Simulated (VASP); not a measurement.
A run of VASP 6.6.1:

Contents of POSCAR:

```
NbTe
1.0
    0.0000000000      2.9557230600      2.9557230600
    2.9557230600      0.0000000000      2.9557230600
    2.9557230600      2.9557230600      0.0000000000
Nb Te
1 1
Direct
    0.5000000000      0.5000000000      0.5000000000
    0.0000000000      0.0000000000      0.0000000000
```

Contents of INCAR.step1:

```
PREC = Accurate
ENCUT = 520
ISMEAR = 0
SIGMA = 0.05
LREAL = False
LASPH = True
NELM = 150
ISPIN = 2
MAGMOM = 2.45 0
LMAXMIX = 4
NBANDS = 20
GGA = PE
ALGO = Normal
EDIFF = 1E-4
LWAVE = True
LCHARG = False
```

Contents of INCAR.step2:

```
PREC = Accurate
ENCUT = 520
EDIFF = 1E-6
ISMEAR = 0
SIGMA = 0.05
LREAL = False
LASPH = True
NELM = 150
ALGO = Normal
ISIF = 2
LWAVE = False
LCHARG = False
ISPIN = 2
MAGMOM = 2.45 0
LORBIT = 11
LMAXMIX = 4
METAGGA = R2SCAN
LMIXTAU = True
NBANDS = 20
ISTART = 1
```

KPOINTS

```
regular mesh
0
Gamma
  10 10 10
```

Potentials or basis: VASP PAW PBE potentials, release 64 (Nb_sv, Te).

Run with:

```bash
$ cat potpaw_PBE.64/Nb_sv/POTCAR potpaw_PBE.64/Te/POTCAR > POTCAR
$ cp INCAR.step1 INCAR
$ mpirun -np 1 vasp_std > vasp.out
$ cp INCAR.step2 INCAR
$ mpirun -np 1 vasp_std > vasp.out
```

Hardware: 1 thread of AMD EPYC 7R43 64-Core Processor (Zen 3) (shared host).

Problem. How long does it take, and how much memory?

Solution. It took 12 min on 1 thread of AMD EPYC 7R43 64-Core Processor (Zen 3) (shared host), peak memory 0.24 GiB. Counts: k points 47.
